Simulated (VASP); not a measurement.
# SbPt (P6_3/mmc) in VASP: single point with LDA

Aim: the single point of SbPt with LDA.

All numbers are computed with VASP 6.6.1; they aren't measurements. Logs are shortened: lines on timing, memory, paths and dates and some standing lists are left out, and cuts for length are marked.

### 1 The cell of the first run

The structure is hexagonal, space group P6_3/mmc (No. 194). Conventional cell: a = 4.120 Å, b = 4.120 Å, c = 5.470 Å, α = 90.00°, β = 90.00°, γ = 120.00°. Within 3.7 Å of Sb (site symmetry -6m2) lie 6 Pt at 2.74 Å and 6 Sb at 3.62 Å. Pt (site symmetry -3m) has 2 Pt at 2.73 Å and 6 Sb at 2.74 Å within 3.6 Å.

### 2 Single point, LDA

INCAR

```
PREC = Accurate
ENCUT = 520
EDIFF = 1E-7
ISMEAR = -1
SIGMA = 0.02
LREAL = F
LASPH = T
NELM = 100
ALGO = Normal
ISIF = 2
LWAVE = F
LCHARG = T
LELF = T
LVHAR = T
NBANDS = 23
```

KPOINTS

```
Automatic mesh
0
Gamma
  7 7 4
```

POSCAR

```
SbPt
1.0
    4.1200000000      0.0000000000      0.0000000000
   -2.0600000000      3.5680246636      0.0000000000
    0.0000000000      0.0000000000      5.4700000000
Sb Pt
2 2
Direct
    0.3333330000      0.6666670000      0.2500000000
    0.6666670000      0.3333330000      0.7500000000
    0.0000000000      0.0000000000      0.0000000000
    0.0000000000      0.0000000000      0.5000000000
```

Potentials or basis: VASP PAW LDA potentials, release 64 (Sb, Pt).

Run with:

```sh
$ cat potpaw_LDA.64/Sb/POTCAR potpaw_LDA.64/Pt/POTCAR > POTCAR
$ mpirun -np 1 vasp_std > vasp.out
```

OUTCAR:

```text
PREC = Accurate
   ENCUT = 520
   EDIFF = 1E-7
   ISMEAR = -1
   LREAL = F
   LASPH = T
   NELM = 100
   ISIF = 2

 ion  position               nearest neighbor table
   1  0.333  0.667  0.250-   3 2.74   4 2.74   3 2.74   4 2.74   3 2.74   4 2.74   2 3.62   2 3.62
                             2 3.62   2 3.62   2 3.62   2 3.62
   2  0.667  0.333  0.750-   3 2.74   4 2.74   3 2.74   4 2.74   3 2.74   4 2.74   1 3.62   1 3.62
                             1 3.62   1 3.62   1 3.62   1 3.62
   3  0.000  0.000  0.000-   4 2.73   4 2.73   1 2.74   2 2.74   2 2.74   1 2.74   2 2.74   1 2.74

   4  0.000  0.000  0.500-   3 2.73   3 2.73   1 2.74   2 2.74   2 2.74   1 2.74   2 2.74   1 2.74

  LATTYP: Found a hexagonal cell.
 ALAT       =     4.1200000000
 C/A-ratio  =     1.3276699029

  Lattice vectors:

 A1 = (   4.1200000000,   0.0000000000,   0.0000000000)
 A2 = (  -2.0600000000,   3.5680246636,   0.0000000000)
 A3 = (   0.0000000000,   0.0000000000,   5.4700000000)

Analysis of symmetry for initial positions (statically):
=====================================================================
 Subroutine PRICEL returns:
 Original cell was already a primitive cell.

 Routine SETGRP: Setting up the symmetry group for a
 hexagonal supercell.

 Subroutine GETGRP returns: Found 24 space group operations
 (whereof 12 operations were pure point group operations)
 out of a pool of 24 trial point group operations.

The static configuration has the point symmetry D_3d.
 The point group associated with its full space group is D_6h.

Analysis of symmetry for dynamics (positions and initial velocities):
=====================================================================
 Subroutine PRICEL returns:
 Original cell was already a primitive cell.

 Routine SETGRP: Setting up the symmetry group for a
 hexagonal supercell.

 Subroutine GETGRP returns: Found 24 space group operations
 (whereof 12 operations were pure point group operations)
 out of a pool of 24 trial point group operations.

The dynamic configuration has the point symmetry D_3d.
 The point group associated with its full space group is D_6h.

 Subroutine INISYM returns: Found 24 space group operations
 (whereof 12 operations are pure point group operations),
 and found     1 'primitive' translations

----------------------------------------------------------------------------------------

                                     Primitive cell
[... 93 lines left out ...]
   NELM   =    100;   NELMIN=  2; NELMDL= -5     # of ELM steps
   EDIFF  = 0.1E-06   stopping-criterion for ELM
   LREAL  =      F    real-space projection
   EDIFFG = 0.1E-05   stopping-criterion for IOM
   NSW    =      0    number of steps for IOM
   IBRION =     -1    ionic relax: 0-MD 1-quasi-New 2-CG
   NFREE  =      0    steps in history (QN), initial steepest desc. (CG)
   ISIF   =      2    stress and relaxation
   ISYM   =      2    0-nonsym 1-usesym 2-fastsym
   POTIM  = 0.5000    time-step for ionic-motion
   TEBEG  =    0.0;   TEEND  =   0.0 temperature during run
   PSTRESS=    0.0 pullay stress
   NELECT =      30.0000    total number of electrons
   NUPDOWN=      -1.0000    fix difference up-down
   EMIN   =  10.00;   EMAX   =-10.00  energy-range for DOS
   EFERMI =   0.00;   METHOD = LEGACY
   ISMEAR =    -1;   SIGMA  =   0.02  broadening in eV -4-tet -1-fermi 0-gaus
   EFERMI_NEDOS =   21; number of points for ismear=-14 and -15
   IALGO  =     38    algorithm
   IMIX   =      4    mixing-type and parameters
     AMIX     =   0.40;   BMIX     =  1.00
     AMIX_MAG =   1.60;   BMIX_MAG =  1.00
  volume/ion in A,a.u.               =      20.10       135.66
  Fermi-wavevector in a.u.,A,eV,Ry     =   1.178540  2.227118 18.897912  1.388957
  Thomas-Fermi vector in A             =   2.314867
   LORBIT       =      0    0 simple, 1 ext, 2 COOP (PROOUT), +10 PAW based schemes
   GGA     = CA    functional components
   LHFCALC =     F    Hartree Fock is set to
   AEXX    =    0.0000 exact exchange contribution
   IVDW    =     0    specifies the selected vdW correction
   LEPSILON=     F    determine dielectric tensor
   LRPA    =     F    only Hartree local field effects (RPA)
 non-spin polarized calculation
  energy-cutoff  :      520.00
  volume of cell :       80.41
 maximum number of plane-waves:      2211
 NGX is ok and might be reduce to    32
   NGX = 15   NGY = 15   NGZ = 21

 number of electron      29.9999998 magnetization

 Free energy of the ion-electron system (eV)
  ---------------------------------------------------
  ext. energy  EPLUGINS =         0.00000000
  ---------------------------------------------------
  free energy    TOTEN  =       -26.38698763 eV

  energy without entropy =      -26.38575821  energy(sigma->0) =      -26.38637292

 E-fermi :  10.1161     XC(G=0): -11.6843

 val. band max:       10.1011498605   @ k =   0.0000   0.0000   0.0000
 cond. band min:      10.1470801636   @ k =   0.4286   0.1429   0.0000
 fundamental gap:      0.0459303031
 Fermi energy:        10.1160826528

 k-point     1 :       0.0000    0.0000    0.0000
  band No.  band energies     occupation
      1      -2.8457      2.00000
      2       1.1021      2.00000
      3       3.0896      2.00000
      4       4.0960      2.00000
      5       4.0961      2.00000
      6       4.1856      2.00000
[... 613 lines left out ...]
     22      16.7168      0.00000
     23      18.8219      0.00000

------------------------ aborting loop because EDIFF is reached ----------------------------------------

  FORCE on cell =-STRESS in cart. coord.  units (eV):
  Direction    XX          YY          ZZ          XY          YZ          ZX
  --------------------------------------------------------------------------------------
  -------------------------------------------------------------------------------------
  Total        0.5806135      0.5806135      0.1400978      0.0000000     -0.0000000      0.0000000
  in kB       11.5687212     11.5687212      2.7914478      0.0000000     -0.0000000      0.0000000
  external PRESSURE =       8.6429634 kB  Pullay stress =       0.0000000 kB

 VOLUME and BASIS-vectors are now :
 -----------------------------------------------------------------------------
  energy-cutoff  :      520.00
  volume of cell :       80.41
      direct lattice vectors                 reciprocal lattice vectors
     4.120000000  0.000000000  0.000000000     0.242718447  0.140133560  0.000000000
    -2.060000000  3.568024664  0.000000000     0.000000000  0.280267121  0.000000000
     0.000000000  0.000000000  5.470000000     0.000000000  0.000000000  0.182815356

 POSITION                                       TOTAL-FORCE (eV/Angst)
 -----------------------------------------------------------------------------------
     -0.00000      2.37868      1.36750        -0.000000      0.000000      0.000000
      2.06000      1.18934      4.10250         0.000000     -0.000000      0.000000
      0.00000      0.00000      0.00000        -0.000000      0.000000      0.000000
      0.00000      0.00000      2.73500         0.000000      0.000000      0.000000
 -----------------------------------------------------------------------------------
    total drift:                                0.000279     -0.000161      0.000209

  FREE ENERGIE OF THE ION-ELECTRON SYSTEM (eV)
  ---------------------------------------------------
  free  energy   TOTEN  =       -26.3869876333 eV

  energy  without entropy=      -26.3857582089  energy(sigma->0) =      -26.38637292
```

OSZICAR:

```text
N       E                     dE             d eps       ncg     rms          rms(c)
DAV:   1     0.166999330514E+03    0.16700E+03   -0.12452E+04  1104   0.114E+03
DAV:   2    -0.196980090872E+02   -0.18670E+03   -0.17507E+03  1315   0.226E+02
DAV:   3    -0.269451133476E+02   -0.72471E+01   -0.70766E+01  1286   0.485E+01
DAV:   4    -0.270276687123E+02   -0.82555E-01   -0.82385E-01  1279   0.562E+00
DAV:   5    -0.270288809879E+02   -0.12123E-02   -0.12122E-02  1336   0.721E-01    0.140E+01
DAV:   6    -0.265236880172E+02    0.50519E+00   -0.15027E+00  1188   0.948E+00    0.700E+00
DAV:   7    -0.264140151756E+02    0.10967E+00   -0.15394E-01  1147   0.297E+00    0.338E+00
DAV:   8    -0.263875261550E+02    0.26489E-01   -0.64026E-02  1272   0.178E+00    0.323E-01
DAV:   9    -0.263871756393E+02    0.35052E-03   -0.16142E-03  1244   0.238E-01    0.204E-01
DAV:  10    -0.263869901412E+02    0.18550E-03   -0.69335E-04  1132   0.158E-01    0.382E-02
DAV:  11    -0.263869876412E+02    0.25000E-05   -0.18426E-05  1385   0.292E-02    0.155E-02
DAV:  12    -0.263869878129E+02   -0.17175E-06   -0.10158E-06  1210   0.696E-03    0.710E-03
DAV:  13    -0.263869876469E+02    0.16606E-06   -0.27525E-07  1227   0.270E-03    0.145E-03
DAV:  14    -0.263869876333E+02    0.13611E-07   -0.16487E-08   664   0.852E-04
   1 F= -.26386988E+02 E0= -.26386373E+02  d E =-.122942E-02
```

stdout:

```text
POSCAR found type information on POSCAR SbPt
 POSCAR found :  2 types and       4 ions
 scaLAPACK will be used
 LDA part: xc-table for (Slater(with rela. corr.)+CA(PZ))
 , standard interpolation
 POSCAR, INCAR and KPOINTS ok, starting setup
 FFT: planning ... GRIDC
 FFT: planning ... GRID_SOFT
 FFT: planning ... GRID
 WAVECAR not read
 entering main loop
```

Run time: 25 s. Hardware: 1 thread of Intel Xeon 6455B, shared host; peak memory 0.19 GiB.

What came out:

```yaml
Free_energy: -26.3870 eV
Pressure: 0.9 GPa
Band_gap_on_the_k_mesh: zero (bands 15 and 16 overlap by 3.87 eV)
```

Caveat: spin-orbit coupling is left out, which moves the levels of the heavy elements.
